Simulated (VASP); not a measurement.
# MoS2 (P-3m1) in VASP: notebook

The runs below take MoS2 through single point, with PBEsol+U, PBE+U.

All numbers are computed with VASP 6.6.1; they aren't measurements. Logs are shortened: lines on timing, memory, paths and dates and some standing lists are left out, and cuts for length are marked.

## 1. The cell of the first run

Symmetry: P-3m1, No. 164, trigonal system. Conventional cell: a = 3.564 Å, b = 3.564 Å, c = 5.749 Å, α = 90.00°, β = 90.00°, γ = 120.00°. Within 3.3 Å of Mo (site symmetry -3m) lie 6 S at 2.52 Å. Within 3.3 Å of S (site symmetry 3m) lie 3 Mo at 2.52 Å.

## 2. Single point, PBEsol+U, collinear spin, ferrimagnetic start

INCAR

```
SYSTEM = MoS2
ALGO     = Normal         ! electronic algorithm
EDIFF    = 1E-6           ! SCF threshold, eV
ENCUT    = 520            ! plane-wave cutoff, eV
GGA      = PS             ! functional
ISIF     = 2              ! what is computed and relaxed
ISMEAR   = 0              ! smearing method
ISPIN    = 2              ! spin polarisation
LASPH    = .True.         ! aspherical terms in the spheres
LCHARG   = .False.        ! write CHGCAR
LDAU     = .True.         ! DFT+U
LDAUJ    = 0 0          
LDAUL    = 2 -1           ! shell
LDAUPRINT= 1            
LDAUTYPE = 2            
LDAUU    = 6 0            ! U, eV
LMAXMIX  = 4              ! l up to which the mixer works
LORBIT   = 11             ! projections on sites
LREAL    = .False.        ! projectors in reciprocal space
LWAVE    = .False.        ! write WAVECAR
MAGMOM   = 2.39 -0.4 -0.4 ! initial moments
NBANDS   = 24             ! bands
NELM     = 150            ! most SCF steps
PREC     = Accurate       ! precision mode
SIGMA    = 0.05           ! smearing width, eV
```

KPOINTS

```
k-points
0
Gamma
  6 6 4
  0 0 0
```

POSCAR

```
MoS2
1.0
    3.5639467600      0.0000000000      0.0000000000
   -1.7819733800      3.0864684300      0.0000000000
    0.0000000000      0.0000000000      5.7493858200
Mo S
1 2
Direct
    0.0000000000      0.0000000000      0.0000000000
    0.3333333333      0.6666666667      0.2520000000
    0.6666666667      0.3333333333      0.7480000000
```

Potentials or basis: VASP PAW PBE potentials, release 64 (Mo_sv, S).

Command:

```sh
> cat potpaw_PBE.64/Mo_sv/POTCAR potpaw_PBE.64/S/POTCAR > POTCAR
> mpirun -np 1 vasp_std > vasp.out
```

OUTCAR:

```text
SYSTEM = MoS2
   EDIFF = 1E-6
   ENCUT = 520
   GGA = PS
   ISIF = 2
   ISMEAR = 0
   ISPIN = 2
   LASPH = .True.
   LORBIT = 11
   LREAL = .False.
   NELM = 150
   PREC = Accurate

 ion  position               nearest neighbor table
   1  0.000  0.000  0.000-   2 2.52   3 2.52   3 2.52   2 2.52   3 2.52   2 2.52
   2  0.333  0.667  0.252-   1 2.52   1 2.52   1 2.52
   3  0.667  0.333  0.748-   1 2.52   1 2.52   1 2.52

  LATTYP: Found a hexagonal cell.
 ALAT       =     3.5639467600
 C/A-ratio  =     1.6132075497

  Lattice vectors:

 A1 = (   3.5639467600,   0.0000000000,   0.0000000000)
 A2 = (  -1.7819733800,   3.0864684300,   0.0000000000)
 A3 = (   0.0000000000,   0.0000000000,   5.7493858200)

Analysis of symmetry for initial positions (statically):
=====================================================================
 Subroutine PRICEL returns:
 Original cell was already a primitive cell.

 Routine SETGRP: Setting up the symmetry group for a
 hexagonal supercell.

 Subroutine GETGRP returns: Found 12 space group operations
 (whereof 12 operations were pure point group operations)
 out of a pool of 24 trial point group operations.

The static configuration has the point symmetry D_3d.

Analysis of symmetry for dynamics (positions and initial velocities):
=====================================================================
 Subroutine PRICEL returns:
 Original cell was already a primitive cell.

 Routine SETGRP: Setting up the symmetry group for a
 hexagonal supercell.

 Subroutine GETGRP returns: Found 12 space group operations
 (whereof 12 operations were pure point group operations)
 out of a pool of 24 trial point group operations.

The dynamic configuration has the point symmetry D_3d.

Analysis of structural, dynamic, and magnetic symmetry:
=====================================================================
 Subroutine PRICEL returns:
 Original cell was already a primitive cell.

 Routine SETGRP: Setting up the symmetry group for a
 hexagonal supercell.

 Subroutine GETGRP returns: Found 12 space group operations
 (whereof 12 operations were pure point group operations)
 out of a pool of 24 trial point group operations.

The overall configuration has the point symmetry D_3d.

 Subroutine INISYM returns: Found 12 space group operations
 (whereof 12 operations are pure point group operations),
 and found     1 'primitive' translations

----------------------------------------------------------------------------------------

                                     Primitive cell

  volume of cell :      63.2433

  direct lattice vectors                    reciprocal lattice vectors
     3.563946760  0.000000000  0.000000000     0.280587805  0.161997445  0.000000000
    -1.781973380  3.086468430  0.000000000     0.000000000  0.323994890  0.000000000
     0.000000000  0.000000000  5.749385820     0.000000000  0.000000000  0.173931622

  length of vectors
     3.563946760  3.563946758  5.749385820     0.323994890  0.323994890  0.173931622

  position of ions in fractional coordinates (direct lattice)
     0.000000000  0.000000000  0.000000000
     0.333333333  0.666666667  0.252000000
     0.666666667  0.333333333  0.748000000

  ion indices of the primitive-cell ions
   primitive index   ion index
                 1           1
                 2           2
                 3           3

----------------------------------------------------------------------------------------

 KPOINTS: k-points

Automatic generation of k-mesh.
 Grid dimensions read from file:
[... 76 lines left out ...]
   NUPDOWN=      -1.0000    fix difference up-down
   EMIN   =  10.00;   EMAX   =-10.00  energy-range for DOS
   EFERMI =   0.00;   METHOD = LEGACY
   ISMEAR =     0;   SIGMA  =   0.05  broadening in eV -4-tet -1-fermi 0-gaus
   EFERMI_NEDOS =   21; number of points for ismear=-14 and -15
   IALGO  =     38    algorithm
   IMIX   =      4    mixing-type and parameters
     AMIX     =   0.40;   BMIX     =  1.00
     AMIX_MAG =   1.60;   BMIX_MAG =  1.00
  volume/ion in A,a.u.               =      21.08       142.26
  Fermi-wavevector in a.u.,A,eV,Ry     =   1.217291  2.300347 20.161081  1.481798
  Thomas-Fermi vector in A             =   2.352616
   LORBIT       =     11    0 simple, 1 ext, 2 COOP (PROOUT), +10 PAW based schemes
 LDA+U is selected, type is set to LDAUTYPE =  2
   angular momentum for each species LDAUL =     2   -1
   U (eV)           for each species LDAUU =   6.0  0.0
   J (eV)           for each species LDAUJ =   0.0  0.0
   GGA     = PS    functional components
   LHFCALC =     F    Hartree Fock is set to
   AEXX    =    0.0000 exact exchange contribution
   IVDW    =     0    specifies the selected vdW correction
   LEPSILON=     F    determine dielectric tensor
   LRPA    =     F    only Hartree local field effects (RPA)
 spin polarized calculation
 Gauss-broadening in eV      SIGMA  =   0.05
  energy-cutoff  :      520.00
  volume of cell :       63.24
 maximum number of plane-waves:      1737
 NGX is ok and might be reduce to    28
   NGX = 13   NGY = 13   NGZ = 21

atom =   1  type =  1  l = 2

 onsite density matrix

spin component  1

  0.6626  0.0000 -0.0000  0.1842  0.0000
  0.0000  0.5033 -0.0000 -0.0000  0.1842
 -0.0000 -0.0000  0.8001 -0.0000 -0.0000
  0.1842 -0.0000 -0.0000  0.5033  0.0000
  0.0000  0.1842 -0.0000  0.0000  0.6626

spin component  2

  0.1165 -0.0000  0.0000 -0.0881  0.0000
 -0.0000  0.1709  0.0000 -0.0000 -0.0881
  0.0000  0.0000  0.0495 -0.0000 -0.0000
 -0.0881 -0.0000 -0.0000  0.1709  0.0000
  0.0000 -0.0881 -0.0000  0.0000  0.1165

 occupancies and eigenvectors

  o =  0.0495  v =  0.0000  0.0000  0.0000  0.0000  0.0000 -0.0000  0.0000  1.0000 -0.0000  0.0000      0.0000  0.0000  0.0000  0.0000  0.0000  0.0000  0.0000  0.0000  0.0000  0.0000
  o =  0.0515  v =  0.0000  0.0000  0.0000  0.0000  0.0000 -0.0000  0.5937 -0.0000 -0.0000  0.8047      0.0000  0.0000  0.0000  0.0000  0.0000  0.0000  0.0000  0.0000  0.0000  0.0000
  o =  0.0515  v =  0.0000  0.0000  0.0000  0.0000  0.0000 -0.8047 -0.0000  0.0000 -0.5937 -0.0000      0.0000  0.0000  0.0000  0.0000  0.0000  0.0000  0.0000  0.0000  0.0000  0.0000
  o =  0.2359  v =  0.0000  0.0000  0.0000  0.0000  0.0000  0.0000  0.8047  0.0000 -0.0000 -0.5937      0.0000  0.0000  0.0000  0.0000  0.0000  0.0000  0.0000  0.0000  0.0000  0.0000
  o =  0.2359  v =  0.0000  0.0000  0.0000  0.0000  0.0000  0.5937 -0.0000  0.0000 -0.8047  0.0000      0.0000  0.0000  0.0000  0.0000  0.0000  0.0000  0.0000  0.0000  0.0000  0.0000
  o =  0.3823  v =  0.0000 -0.8357  0.0000 -0.0000  0.5492  0.0000  0.0000  0.0000  0.0000  0.0000      0.0000  0.0000  0.0000  0.0000  0.0000  0.0000  0.0000  0.0000  0.0000  0.0000
  o =  0.3823  v = -0.5492 -0.0000 -0.0000  0.8357  0.0000  0.0000  0.0000  0.0000  0.0000  0.0000      0.0000  0.0000  0.0000  0.0000  0.0000  0.0000  0.0000  0.0000  0.0000  0.0000
  o =  0.7836  v = -0.0000  0.5492  0.0000 -0.0000  0.8357  0.0000  0.0000  0.0000  0.0000  0.0000      0.0000  0.0000  0.0000  0.0000  0.0000  0.0000  0.0000  0.0000  0.0000  0.0000
  o =  0.7836  v =  0.8357  0.0000  0.0000  0.5492  0.0000  0.0000  0.0000  0.0000  0.0000  0.0000      0.0000  0.0000  0.0000  0.0000  0.0000  0.0000  0.0000  0.0000  0.0000  0.0000
  o =  0.8001  v = -0.0000 -0.0000  1.0000 -0.0000 -0.0000  0.0000  0.0000  0.0000  0.0000  0.0000      0.0000  0.0000  0.0000  0.0000  0.0000  0.0000  0.0000  0.0000  0.0000  0.0000

 number of electron      25.9999997 magnetization       2.0143787

 Free energy of the ion-electron system (eV)
  ---------------------------------------------------
  ext. energy  EPLUGINS =         0.00000000
  ---------------------------------------------------
  free energy    TOTEN  =       -16.19462949 eV

  energy without entropy =      -16.19261084  energy(sigma->0) =      -16.19362017

 E-fermi :   4.7284     XC(G=0): -10.1834

 val. band max:        4.6923589399   @ k =   0.3333  -0.0000   0.0000
 cond. band min:       4.7652030189   @ k =   0.0000   0.3333   0.2500
 fundamental gap:      0.0728440790
 Fermi energy:         4.7283665050

 spin component 1

 k-point     1 :       0.0000    0.0000    0.0000
  band No.  band energies     occupation
      1     -56.6645      1.00000
      2     -30.8481      1.00000
      3     -30.7864      1.00000
      4     -30.7864      1.00000
      5      -8.2397      1.00000
      6      -6.5580      1.00000
[... 637 lines left out ...]
     23      15.7340      0.00000
     24      16.2718      0.00000
 Fermi energy:         4.7283665050

 spin component 2

 k-point     1 :       0.0000    0.0000    0.0000
  band No.  band energies     occupation
      1     -55.0654      1.00000
      2     -29.0848      1.00000
      3     -29.0185      1.00000
      4     -29.0185      1.00000
      5      -8.4281      1.00000
      6      -6.8838      1.00000
[... 637 lines left out ...]
     23      15.8919      0.00000
     24      16.5603      0.00000

------------------------ aborting loop because EDIFF is reached ----------------------------------------

  FORCE on cell =-STRESS in cart. coord.  units (eV):
  Direction    XX          YY          ZZ          XY          YZ          ZX
  --------------------------------------------------------------------------------------
  -------------------------------------------------------------------------------------
  Total       -0.6014005     -0.6014005     -1.4803688      0.0000000      0.0000000      0.0000000
  in kB      -15.2356112    -15.2356112    -37.5030006      0.0000000      0.0000000      0.0000000
  external PRESSURE =     -22.6580743 kB  Pullay stress =       0.0000000 kB

 VOLUME and BASIS-vectors are now :
 -----------------------------------------------------------------------------
  energy-cutoff  :      520.00
  volume of cell :       63.24
      direct lattice vectors                 reciprocal lattice vectors
     3.563946760  0.000000000  0.000000000     0.280587805  0.161997445  0.000000000
    -1.781973380  3.086468430  0.000000000     0.000000000  0.323994890  0.000000000
     0.000000000  0.000000000  5.749385820     0.000000000  0.000000000  0.173931622

 POSITION                                       TOTAL-FORCE (eV/Angst)
 -----------------------------------------------------------------------------------
      0.00000      0.00000      0.00000         0.000000      0.000000      0.000000
     -0.00000      2.05765      1.44885         0.000000      0.000000     -0.148274
      1.78197      1.02882      4.30054        -0.000000     -0.000000      0.148274
 -----------------------------------------------------------------------------------
    total drift:                                0.000000     -0.000000      0.000000

  FREE ENERGIE OF THE ION-ELECTRON SYSTEM (eV)
  ---------------------------------------------------
  free  energy   TOTEN  =       -16.1946294934 eV

  energy  without entropy=      -16.1926108407  energy(sigma->0) =      -16.19362017

 total charge

# of ion       s       p       d       tot
------------------------------------------
    1        2.280   6.153   3.714  12.147
    2        1.349   2.317   0.000   3.665
    3        1.349   2.317   0.000   3.665
--------------------------------------------------
tot          4.978  10.786   3.714  19.477

 magnetization (x)

# of ion       s       p       d       tot
------------------------------------------
    1        0.047   0.012   2.489   2.548
    2       -0.008  -0.257   0.000  -0.266
    3       -0.008  -0.257   0.000  -0.266
--------------------------------------------------
tot          0.030  -0.502   2.489   2.017
```

Run time: 82 s. Hardware: 1 thread of Intel Xeon Platinum 8259CL at 2.50GHz (Skylake/Cascade Lake), shared host; peak memory 0.24 GiB.

Results:

```
Free energy                                           : -16.1946 eV
Pressure                                              : -2.3 GPa
Largest force                                         : 0.148 eV/Å
Band gap on the k mesh                                : zero (filled and empty bands overlap)
Net moment                                            : 2.01 μB per cell
Site moments                                          : Mo +2.55; S -0.27 μB
Valence electrons inside the program's atomic spheres : Mo 12.15; S 3.67
```

Forces on the atoms (eV/Å):
```
Mo   0.000  0.000  0.000
S    0.000  0.000 -0.148
S    0.000  0.000  0.148
```

Eigenvalues of the final occupation matrices:
```
    site  spin  trace               eigenvalues
site 1 d     1   3.13  0.38 0.38 0.78 0.78 0.80
site 1 d     2   0.62  0.05 0.05 0.05 0.24 0.24
```

Caveat: the PAW data sets were made with another functional, which shifts forces and pressure a little; this functional lacks dispersion, which binds the layers, so the pressure and a relaxed spacing across them are unreliable.

## 3. Single point, PBE+U, collinear spin, ferromagnetic start

INCAR

```
SYSTEM = MoS2
PREC = Accurate
ENCUT = 520
EDIFF = 1E-6
ISMEAR = 0
SIGMA = 0.05
LREAL = .False.
LASPH = .True.
NELM = 150
ALGO = Normal
ISIF = 2
LWAVE = .False.
LCHARG = .False.
ISPIN = 2
MAGMOM = 1 0 0
LORBIT = 11
LMAXMIX = 4
LDAU = .True.
LDAUTYPE = 2
LDAUL = 2 -1
LDAUU = 3 0
LDAUJ = 0 0
LDAUPRINT = 1
GGA = PE
NBANDS = 24
```

KPOINTS

```
Automatic mesh
0
Gamma
  6 6 4
  0 0 0
```

POSCAR is that of step 2.

Potentials or basis: VASP PAW PBE potentials, release 64 (Mo_sv, S).

Command:

```sh
> cat potpaw_PBE.64/Mo_sv/POTCAR potpaw_PBE.64/S/POTCAR > POTCAR
> mpirun -np 1 vasp_std > vasp.out
```

It took 91 s on 1 thread of Intel Xeon Platinum 8259CL at 2.50GHz (Skylake/Cascade Lake), shared host; peak memory 0.24 GiB.

The run converged. Its results:

- Free energy: -17.3849 eV
- Pressure: -3.3 GPa
- Largest force: 0.563 eV/Å
- Band gap on the k mesh: zero (filled and empty bands overlap)
- Net moment: 2.00 μB per cell
- Site moments: Mo +2.08; S -0.12 μB
- Valence electrons inside the program's atomic spheres: Mo 12.08; S 3.69

Forces on the atoms (eV/Å):
```
Mo   0.000  0.000  0.000
S    0.000  0.000 -0.563
S    0.000  0.000  0.563
```

Stress tensor (GPa, compression positive):
```
-3.16  0.00  0.00
 0.00 -3.16  0.00
 0.00  0.00 -3.54
```

Levels at points of the mesh, in eV from the Fermi level:
Spin up:
| k point | band 11 | band 12 | band 13 | band 14 | band 15 | band 16 | band 17 | band 18 |
| --- | --- | --- | --- | --- | --- | --- | --- | --- |
| (0.00, 0.00, 0.00) | -1.74 | -0.52 | -0.25 | -0.25 | -0.09 | 3.19 | 3.19 | 5.48 |
| (0.50, 0.00, 0.00) | -2.47 | -1.67 | -1.20 | -0.71 | 0.07 | 3.54 | 3.67 | 6.34 |
| (0.00, 0.00, 0.50) | -1.75 | -1.75 | -0.42 | -0.42 | 0.19 | 3.57 | 3.57 | 5.97 |
| (0.50, 0.00, 0.50) | -1.63 | -1.35 | -1.19 | -0.71 | 0.05 | 3.10 | 4.13 | 5.42 |
Spin down:
```
           k point  band 10  band 11  band 12  band 13  band 14  band 15
(0.00, 0.00, 0.00)    -0.38    -0.38    -0.23     1.43     1.43     1.89
(0.50, 0.00, 0.00)    -2.85    -2.50    -1.73     0.84     2.90     3.19
(0.00, 0.00, 0.50)    -2.37    -0.55    -0.55     1.41     1.41     2.28
(0.50, 0.00, 0.50)    -2.79    -1.40    -1.23     0.71     2.83     3.17
```

Eigenvalues of the final occupation matrices:
```tsv
site	spin	trace	eigenvalues
site 1 d	1	2.86	0.41 0.41 0.57 0.74 0.74
site 1 d	2	0.83	0.08 0.08 0.08 0.29 0.29
```

Caveat: this functional lacks dispersion, which binds the layers, so the pressure and a relaxed spacing across them are unreliable.
